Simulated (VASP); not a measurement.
WSe2: single point with PBEsol

The system is WSe2, a slab with vacuum.

```xyz
3
Lattice="3.2703 0.0000 0.0000 -1.6351 2.8321 0.0000 0.0000 0.0000 16.3280" Properties=species:S:1:pos:R:3 pbc="T T T"
W     0.0000    0.0000    0.0000
Se    0.0000    1.8881    1.6730
Se    0.0000    1.8881   14.6550
```

This cell differs from its parent crystal: strain along c alone, the other axes held: -2.0 %, then relaxed in part.

| Quantity | Value |
| --- | --- |
| Program | VASP 6.6.1 |
| Task | single point |
| Functional | PBEsol |
| Potentials or basis | VASP PAW PBE potentials, release 64 (W_sv, Se) |
| Cutoff | 520 eV |
| k mesh | 12 × 12 × 2 |
| Occupations | gaussian, width 0.02 eV |
| Spin | no spin polarisation |
| Dipole correction | no |
| Further INCAR settings | ALGO = Normal; EDIFF = 1e-06; NBANDS = 20 |

| Quantity | Value |
| --- | --- |
| Largest force | 0.057 eV/Å |
| Band gap on the k mesh | 1.69 eV |

Forces in eV/Å, atoms in the order of the input:
```
W    0.000  0.000  0.000
Se   0.000  0.000  0.057
Se   0.000  0.000 -0.057
```

Levels at points of the mesh, in eV from the valence-band top:
```tsv
k point	band 10	band 11	band 12	band 13	band 14	band 15	band 16	band 17
(0.00, 0.00, 0.00)	-2.25	-1.17	-1.17	-0.41	3.06	3.06	3.26	3.26
(0.50, 0.00, 0.00)	-3.00	-2.18	-1.02	-0.85	2.53	2.86	3.76	4.45
(0.00, 0.00, 0.50)	-2.25	-1.17	-1.17	-0.41	3.06	3.06	3.26	3.26
(0.50, 0.00, 0.50)	-3.00	-2.18	-1.02	-0.85	2.53	2.86	3.76	4.45
```

Run time: 56 s on 1 thread of Intel(R) Xeon(R) 6975P-C (Granite Rapids) (shared host), peak memory 0.31 GiB.

Caveat: the cell differs from its parent crystal (strain along c alone, the other axes held: -2.0 %, then relaxed in part); the PAW data sets were made with another functional, which shifts forces and pressure a little; spin-orbit coupling is left out, which moves the levels of the heavy elements.
